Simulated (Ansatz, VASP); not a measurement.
## One calculation of KGaH6, two programs

The input INCAR:

```
SYSTEM = KGaH6
ALGO     = Normal         ! electronic algorithm
EDIFF    = 1E-6           ! SCF threshold, eV
EDIFFG   = -0.01          ! ionic threshold
ENCUT    = 600            ! plane-wave cutoff, eV
GGA      = PE             ! functional
IBRION   = 2              ! ionic algorithm
ISIF     = 3              ! what is computed and relaxed
ISMEAR   = 0              ! smearing method
LASPH    = .True.         ! aspherical terms in the spheres
LCHARG   = .False.        ! write CHGCAR
LREAL    = .False.        ! projectors in reciprocal space
LWAVE    = .False.        ! write WAVECAR
NELM     = 100            ! most SCF steps
NSW      = 100            ! ionic steps
PREC     = Accurate       ! precision mode
SIGMA    = 0.1            ! smearing width, eV
```

Contents of KPOINTS:

```
k-points
0
Gamma
  6 6 6
  0 0 0
```

POSCAR

```
KGaH6
1.0
    6.0805848648      0.0000000000      0.0000000000
    0.0000000000      6.0805848648      0.0000000000
    0.0000000000      0.0000000000      6.0805848648
K Ga H
1 1 6
Direct
    0.0000000000      0.0000000000      0.0000000000
    0.5000000000      0.5000000000      0.5000000000
    0.5614650532      0.0000000000      0.0000000000
    0.4385349468      0.0000000000      0.0000000000
    0.0000000000      0.5614650532      0.0000000000
    0.0000000000      0.4385349468      0.0000000000
    0.0000000000      0.0000000000      0.5614650532
    0.0000000000      0.0000000000      0.4385349468
```

Input for Ansatz:

```yaml
crystal:
  lattice:
    - [6.0805848648, 0.0, 0.0]
    - [0.0, 6.0805848648, 0.0]
    - [0.0, 0.0, 6.0805848648]
  atoms:
    - { symbol: K, position: [0.0, 0.0, 0.0] }
    - { symbol: Ga, position: [0.5, 0.5, 0.5] }
    - { symbol: H, position: [0.5614650532, 0.0, 0.0] }
    - { symbol: H, position: [0.4385349468, 0.0, 0.0] }
    - { symbol: H, position: [0.0, 0.5614650532, 0.0] }
    - { symbol: H, position: [0.0, 0.4385349468, 0.0] }
    - { symbol: H, position: [0.0, 0.0, 0.5614650532] }
    - { symbol: H, position: [0.0, 0.0, 0.4385349468] }
basis:
  ecutwfc: 420
kpoints:
  mp_grid: { grid: [6, 6, 6] }
hamiltonian:
  xc: pbe
scf:
  occupations: { method: gaussian, width: 0.1 }
output:
  forces: true
  stress: true
  eigenvalues: true
  write_density: true
  write_potential: true
  elf: true
  volumetric_format: npy
relax:
  adjacent_minimum: "off"
  f_tol: 0.01
  max_steps: 80
  cell: { stress_tol: 0.05 }
```

Alike in both runs: task relaxation of cell and atoms; functional PBE; k mesh 6 × 6 × 6; occupations gaussian, width 0.1 eV; no spin polarisation.

```csv
,VASP,Ansatz
version,VASP 6.6.1,Ansatz 0.2.0
potentials or method,"VASP PAW PBE potentials, release 64 (K_sv, Ga_d, H), cutoff 600 eV","scalar-relativistic, plane waves, PAW"
valence electrons in the cell,28,28
```

|  | VASP | Ansatz | Ansatz less VASP |
| --- | --- | --- | --- |
| gap on the k mesh at the Fermi level, each at its own relaxed structure (eV) | none | none | - |
| relaxed volume (Å³/atom) | 28.10 | 28.10 | -0.002 |
| relaxed cell length with the largest relative difference (Å) | 6.081 | 6.081 | -0.0002 |

A gap of «none» marks a metal or a gap that the smearing closes.
